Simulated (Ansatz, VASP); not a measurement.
CoO: VASP beside Ansatz

```
Co O
1.0
     0.00000    2.06448    2.06448
     2.06448    0.00000    2.06448
     2.06448    2.06448    0.00000
Co O
1 1
Cartesian
  0.0000 0.0000 0.0000
  2.0645 2.0645 2.0645
```

Alike in both runs: task single point; functional PBE; k mesh 14 × 14 × 14; occupations gaussian, width 0.05 eV; no spin polarisation.

```csv
,VASP,Ansatz
version,VASP 6.6.1,Ansatz 0.2.0
potentials or method,"VASP PAW PBE potentials, release 64 (Co, O), cutoff 520 eV","scalar-relativistic, plane waves, PAW"
valence electrons in the cell,15,23
```

Ansatz gave:

```
gap on the k mesh at the Fermi level (eV) : none
pressure (GPa)                            : -4.2
```

Estimate VASP's values.

gap on the k mesh at the Fermi level (eV): none; pressure (GPa): -4.1.

A gap of «none» marks a metal or a gap that the smearing closes. VASP's potentials hold 15 valence electrons a cell and Ansatz's 23, so a difference there can come from the potentials and not from the codes.
